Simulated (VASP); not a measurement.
A run of VASP 6.6.1 is set up as follows.

INCAR

```
SYSTEM = GaSb3
ALGO     = Normal         ! electronic algorithm
EDIFF    = 1E-6           ! SCF threshold, eV
ENCUT    = 520            ! plane-wave cutoff, eV
GGA      = PE             ! functional
ISIF     = 2              ! what is computed and relaxed
ISMEAR   = 0              ! smearing method
IVDW     = 12             ! dispersion correction
LASPH    = .TRUE.         ! aspherical terms in the spheres
LCHARG   = .FALSE.        ! write CHGCAR
LREAL    = .FALSE.        ! projectors in reciprocal space
LWAVE    = .FALSE.        ! write WAVECAR
NBANDS   = 54             ! bands
NELM     = 100            ! most SCF steps
PREC     = Accurate       ! precision mode
SIGMA    = 0.15           ! smearing width, eV
```

File KPOINTS:

```
k-points
0
G
  11 11 4
  0 0 0
```

The input POSCAR:

```
GaSb3
1.0
    3.6478901002     -3.6478901002      0.0000000000
    3.6478901002      0.0000000000     -3.6478901002
    7.2957802004      7.2957802004      7.2957802004
Ga Sb
3 9
Direct
    1.0000000000      0.0000000000      0.0000000000
    0.3333333333      0.3333333333      0.6666666667
    0.6666666667      0.6666666667      0.3333333333
    0.6666666667      0.6666666667      0.5833333333
    1.0000000000      0.0000000000      0.2500000000
    0.3333333333      0.3333333333      0.9166666667
    0.6666666667      0.6666666667      0.0833333333
    1.0000000000      0.0000000000      0.7500000000
    0.3333333333      0.3333333333      0.4166666667
    0.6666666667      0.6666666667      0.8333333333
    1.0000000000      0.0000000000      0.5000000000
    0.3333333333      0.3333333333      0.1666666667
```

Potentials or basis: VASP PAW PBE potentials, release 64 (Ga_d, Sb).

Run with:

```bash
$ cat potpaw_PBE.64/Ga_d/POTCAR potpaw_PBE.64/Sb/POTCAR > POTCAR
$ mpirun -np 1 vasp_std > vasp.out
```

Q: What does it give for the dispersion energy per atom?

A: -0.479 eV.

Q: What does it give for the band gap on the k mesh?

A: Zero (bands 42 and 43 overlap by 2.99 eV).

Q: Estimate the pressure.

A: 0.3 GPa.

Caveat: spin-orbit coupling is left out, which moves the levels of the heavy elements.
